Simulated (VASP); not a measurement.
# K (Im-3m) in VASP: a series of runs

The runs below take K through single point, with PBE.

All numbers are computed with VASP 6.6.1; they aren't measurements. Logs are shortened: lines on timing, memory, paths and dates and some standing lists are left out, and cuts for length are marked.

## (1) The cell of the first run

Symmetry: Im-3m, No. 229, cubic system. Conventional cell: a = 5.283 Å, b = 5.283 Å, c = 5.283 Å, α = 90.00°, β = 90.00°, γ = 90.00°.

## (2) Single point, PBE (73.74 Å³/atom)

Input file INCAR:

```
SYSTEM = K
PREC = Accurate ; ENCUT = 520
EDIFF = 1E-6 ; ISMEAR = -1
SIGMA = 0.1 ; LREAL = .FALSE.
LASPH = .TRUE. ; NELM = 80
ALGO = Normal ; ISIF = 2
LWAVE = .FALSE. ; LCHARG = .TRUE.
GGA = PE ; LELF = .TRUE.
LVHAR = .TRUE. ; NBANDS = 10
```

Input file KPOINTS:

```
regular mesh
0
G
  14 14 14
  0 0 0
```

Input file POSCAR:

```
K
1.0
   -2.6417142217      2.6417142217      2.6417142217
    2.6417142217     -2.6417142217      2.6417142217
    2.6417142217      2.6417142217     -2.6417142217
K
1
Direct
    0.0000000000      0.0000000000      0.0000000000
```

Potentials or basis: VASP PAW PBE potentials, release 64 (K_sv).

Command:

```bash
$ cat potpaw_PBE.64/K_sv/POTCAR > POTCAR
$ mpirun -np 1 vasp_std > vasp.out
```

OUTCAR:

```text
SYSTEM = K
   PREC = Accurate
   ENCUT = 520
   EDIFF = 1E-6
   ISMEAR = -1
   LREAL = .FALSE.
   LASPH = .TRUE.
   NELM = 80
   ISIF = 2
   GGA = PE

 ion  position               nearest neighbor table
   1  0.000  0.000  0.000-

  LATTYP: Found a body centered cubic cell.
 ALAT       =     5.2834284434

  Lattice vectors:

 A1 = (  -2.6417142217,   2.6417142217,   2.6417142217)
 A2 = (   2.6417142217,  -2.6417142217,   2.6417142217)
 A3 = (   2.6417142217,   2.6417142217,  -2.6417142217)

Analysis of symmetry for initial positions (statically):
=====================================================================
 Subroutine PRICEL returns:
 Original cell was already a primitive cell.

 Routine SETGRP: Setting up the symmetry group for a
 body centered cubic supercell.

 Subroutine GETGRP returns: Found 48 space group operations
 (whereof 48 operations were pure point group operations)
 out of a pool of 48 trial point group operations.

The static configuration has the point symmetry O_h .

Analysis of symmetry for dynamics (positions and initial velocities):
=====================================================================
 Subroutine PRICEL returns:
 Original cell was already a primitive cell.

 Routine SETGRP: Setting up the symmetry group for a
 body centered cubic supercell.

 Subroutine GETGRP returns: Found 48 space group operations
 (whereof 48 operations were pure point group operations)
 out of a pool of 48 trial point group operations.

The dynamic configuration has the point symmetry O_h .

 Subroutine INISYM returns: Found 48 space group operations
 (whereof 48 operations are pure point group operations),
 and found     1 'primitive' translations

----------------------------------------------------------------------------------------

                                     Primitive cell

  volume of cell :      73.7424

  direct lattice vectors                    reciprocal lattice vectors
    -2.641714222  2.641714222  2.641714222     0.000000000  0.189271041  0.189271041
     2.641714222 -2.641714222  2.641714222     0.189271041  0.000000000  0.189271041
     2.641714222  2.641714222 -2.641714222     0.189271041  0.189271041  0.000000000

  length of vectors
     4.575583251  4.575583251  4.575583251     0.267669673  0.267669673  0.267669673

  position of ions in fractional coordinates (direct lattice)
     0.000000000  0.000000000  0.000000000
[... 79 lines left out ...]
   NSW    =      0    number of steps for IOM
   IBRION =     -1    ionic relax: 0-MD 1-quasi-New 2-CG
   NFREE  =      0    steps in history (QN), initial steepest desc. (CG)
   ISIF   =      2    stress and relaxation
   ISYM   =      2    0-nonsym 1-usesym 2-fastsym
   POTIM  = 0.5000    time-step for ionic-motion
   TEBEG  =    0.0;   TEEND  =   0.0 temperature during run
   PSTRESS=    0.0 pullay stress
   NELECT =       9.0000    total number of electrons
   NUPDOWN=      -1.0000    fix difference up-down
   EMIN   =  10.00;   EMAX   =-10.00  energy-range for DOS
   EFERMI =   0.00;   METHOD = LEGACY
   ISMEAR =    -1;   SIGMA  =   0.10  broadening in eV -4-tet -1-fermi 0-gaus
   EFERMI_NEDOS =   21; number of points for ismear=-14 and -15
   IALGO  =     38    algorithm
   IMIX   =      4    mixing-type and parameters
     AMIX     =   0.40;   BMIX     =  1.00
     AMIX_MAG =   1.60;   BMIX_MAG =  1.00
  volume/ion in A,a.u.               =      73.74       497.64
  Fermi-wavevector in a.u.,A,eV,Ry     =   0.812051  1.534553  8.972041  0.659426
  Thomas-Fermi vector in A             =   1.921523
   LORBIT       =      0    0 simple, 1 ext, 2 COOP (PROOUT), +10 PAW based schemes
   GGA     = PE    functional components
   LHFCALC =     F    Hartree Fock is set to
   AEXX    =    0.0000 exact exchange contribution
   IVDW    =     0    specifies the selected vdW correction
   LEPSILON=     F    determine dielectric tensor
   LRPA    =     F    only Hartree local field effects (RPA)
 non-spin polarized calculation
  energy-cutoff  :      520.00
  volume of cell :       73.74
 maximum number of plane-waves:      2006
 NGX is ok and might be reduce to    36
   NGX = 17   NGY = 17   NGZ = 17

 number of electron       9.0000001 magnetization

 Free energy of the ion-electron system (eV)
  ---------------------------------------------------
  ext. energy  EPLUGINS =         0.00000000
  ---------------------------------------------------
  free energy    TOTEN  =        -1.06014831 eV

  energy without entropy =       -1.03458294  energy(sigma->0) =       -1.04736562

 E-fermi :  -0.1237     XC(G=0):  -5.6449

 val. band max:       -0.1461030088   @ k =   0.2857   0.2143   0.0000
 cond. band min:      -0.1027521842   @ k =   0.3571   0.0714   0.0714
 fundamental gap:      0.0433508247
 Fermi energy:        -0.1237154626

 k-point     1 :       0.0000    0.0000    0.0000
  band No.  band energies     occupation
      1     -32.2588      2.00000
      2     -15.7085      2.00000
      3     -15.7085      2.00000
      4     -15.7085      2.00000
      5      -2.2781      2.00000
      6       4.1662      0.00000
      7       4.1662      0.00000
      8       4.1662      0.00000
      9       5.0739      0.00000
     10       5.0739      0.00000
[... 287 lines left out ...]
 k-point    24 :       0.3571    0.2857    0.0000
  band No.  band energies     occupation
      1     -32.2542      2.00000
      2     -15.7594      2.00000
      3     -15.7492      2.00000
      4     -15.7168      2.00000
      5       0.9358      0.00005
      6       1.0179      0.00002
      7       1.6930      0.00000
      8       4.4113      0.00000
      9       5.1768      0.00000
     10       5.3222      0.00000

 [... further k-points ...]

------------------------ aborting loop because EDIFF is reached ----------------------------------------

  FORCE on cell =-STRESS in cart. coord.  units (eV):
  Direction    XX          YY          ZZ          XY          YZ          ZX
  --------------------------------------------------------------------------------------
  -------------------------------------------------------------------------------------
  Total        0.0005504      0.0005504      0.0005504      0.0000000      0.0000000     -0.0000000
  in kB        0.0119588      0.0119588      0.0119588      0.0000000      0.0000000     -0.0000000
  external PRESSURE =       0.0119588 kB  Pullay stress =       0.0000000 kB

 VOLUME and BASIS-vectors are now :
 -----------------------------------------------------------------------------
  energy-cutoff  :      520.00
  volume of cell :       73.74
      direct lattice vectors                 reciprocal lattice vectors
    -2.641714222  2.641714222  2.641714222     0.000000000  0.189271041  0.189271041
     2.641714222 -2.641714222  2.641714222     0.189271041  0.000000000  0.189271041
     2.641714222  2.641714222 -2.641714222     0.189271041  0.189271041  0.000000000

 POSITION                                       TOTAL-FORCE (eV/Angst)
 -----------------------------------------------------------------------------------
      0.00000      0.00000      0.00000         0.000000     -0.000000     -0.000000
 -----------------------------------------------------------------------------------
    total drift:                               -0.000000      0.000000      0.000000

  FREE ENERGIE OF THE ION-ELECTRON SYSTEM (eV)
  ---------------------------------------------------
  free  energy   TOTEN  =        -1.0601483114 eV

  energy  without entropy=       -1.0345829364  energy(sigma->0) =       -1.04736562
```

OSZICAR:

```text
N       E                     dE             d eps       ncg     rms          rms(c)
DAV:   1     0.481080637347E+02    0.48108E+02   -0.35828E+03  2080   0.686E+02
DAV:   2     0.621460160636E+00   -0.47487E+02   -0.46801E+02  2222   0.195E+02
DAV:   3    -0.100432262185E+01   -0.16258E+01   -0.16201E+01  3318   0.292E+01
DAV:   4    -0.105865856339E+01   -0.54336E-01   -0.54170E-01  2904   0.430E+00
DAV:   5    -0.105947715297E+01   -0.81859E-03   -0.81834E-03  3182   0.411E-01    0.199E+00
DAV:   6    -0.105965153218E+01   -0.17438E-03   -0.13755E-03  3220   0.235E-01    0.123E+00
DAV:   7    -0.106007518917E+01   -0.42366E-03   -0.27563E-03  3156   0.333E-01    0.529E-02
DAV:   8    -0.106013472471E+01   -0.59536E-04   -0.12156E-04  2594   0.129E-01    0.179E-02
DAV:   9    -0.106014911493E+01   -0.14390E-04   -0.14909E-05  2662   0.281E-02    0.583E-03
DAV:  10    -0.106014831142E+01    0.80351E-06   -0.22393E-06  3204   0.115E-02
   1 F= -.10601483E+01 E0= -.10473656E+01  d E =-.255654E-01
```

Run time: 29 s. Hardware: 1 thread of Intel Xeon Platinum 8559C (Emerald Rapids), shared host; peak memory 0.23 GiB.

Results:

* Free energy: -1.0601 eV
* Pressure: 0.0 GPa
* Band gap on the k mesh: zero (an odd number of electrons rules out a gap without spin polarisation)

Levels at points of the mesh, in eV from the Fermi level:
```tsv
k point	band 1	band 2	band 3	band 4	band 5	band 6	band 7	band 8	band 9
(0.00, 0.00, 0.00)	-32.14	-15.58	-15.58	-15.58	-2.15	4.29	4.29	4.29	5.20
(0.50, 0.00, 0.00)	-32.13	-15.65	-15.61	-15.58	0.44	0.69	3.16	4.86	5.72
(0.50, 0.50, 0.50)	-32.13	-15.63	-15.63	-15.63	1.67	1.67	3.47	3.47	3.47
```

## (3) Single point, PBE (76.69 Å³/atom)

This run uses another cell than the first one, of 76.69 Å³/atom.

Input file INCAR:

```
SYSTEM = K
  PREC = Accurate
  ENCUT = 520
  EDIFF = 1E-6
  ISMEAR = -1
  SIGMA = 0.1
  LREAL = .False.
  LASPH = .True.
  NELM = 80
  ALGO = Normal
  ISIF = 2
  LWAVE = .False.
  LCHARG = .True.
  GGA = PE
  LELF = .True.
  LVHAR = .True.
  NBANDS = 10
```

Input file KPOINTS:

```
regular mesh
0
Gamma
  14 14 14
  0 0 0
```

Input file POSCAR:

```
K
1.0
   -2.6764776059      2.6764776059      2.6764776059
    2.6764776059     -2.6764776059      2.6764776059
    2.6764776059      2.6764776059     -2.6764776059
K
1
Direct
    0.0000000000      0.0000000000      0.0000000000
```

Potentials or basis: VASP PAW PBE potentials, release 64 (K_sv).

Command:

```bash
$ cat potpaw_PBE.64/K_sv/POTCAR > POTCAR
$ mpirun -np 1 vasp_std > vasp.out
```

It took 26 s on 1 thread of Intel Xeon Platinum 8559C (Emerald Rapids), shared host; peak memory 0.23 GiB.

Results (log left out):

| Item | Value |
| --- | --- |
| Free energy | -1.0591 eV |
| Pressure | -0.1 GPa |
| Band gap on the k mesh | zero (an odd number of electrons rules out a gap without spin polarisation) |

Levels at points of the mesh, in eV from the Fermi level:
| k point | band 1 | band 2 | band 3 | band 4 | band 5 | band 6 | band 7 | band 8 | band 9 |
| --- | --- | --- | --- | --- | --- | --- | --- | --- | --- |
| (0.00, 0.00, 0.00) | -32.16 | -15.61 | -15.61 | -15.61 | -2.10 | 4.25 | 4.25 | 4.25 | 5.13 |
| (0.50, 0.00, 0.00) | -32.16 | -15.67 | -15.63 | -15.61 | 0.44 | 0.67 | 3.15 | 4.77 | 5.65 |
| (0.50, 0.50, 0.50) | -32.15 | -15.65 | -15.65 | -15.65 | 1.69 | 1.69 | 3.37 | 3.37 | 3.37 |

[end of part 1 of 2]
